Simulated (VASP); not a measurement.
Runs of VASP 6.6.1 on BiP (zincblende type). The structure is that of space group F-43m (No. 216), or close to it. The cells are those of the table. 

```csv
level,cell,gap on the mesh (eV),pressure (GPa)
PBEsol,"a = 3.470 Å, angles 60.0°, 2 atoms",none,178.4
PBEsol,"a = 3.982 Å, angles 60.0°, 2 atoms",none,38.3
PBE,"a = 3.470 Å, angles 60.0°, 2 atoms",none,(a)
PBEsol,"a = 3.642 Å, angles 60.0°, 2 atoms",none,109.4
```

Alike in all rows: task single point; potentials or basis VASP PAW PBE potentials, release 64 (Bi_d, P); no spin polarisation; k mesh 11 × 11 × 11; cutoff (eV) 500; smearing fermi-dirac 0.05 eV.

Q: Fill in the values left out.

A: (a) 185.1.

Caveats: spin-orbit coupling is left out, which moves the levels of the heavy elements; the PAW data sets were made with another functional, which shifts forces and pressure a little (some runs).

A k mesh can miss the band edges, and the runs leave out spin-orbit coupling on Bi.

A gap of «none» marks levels without a gap at the run's occupations.
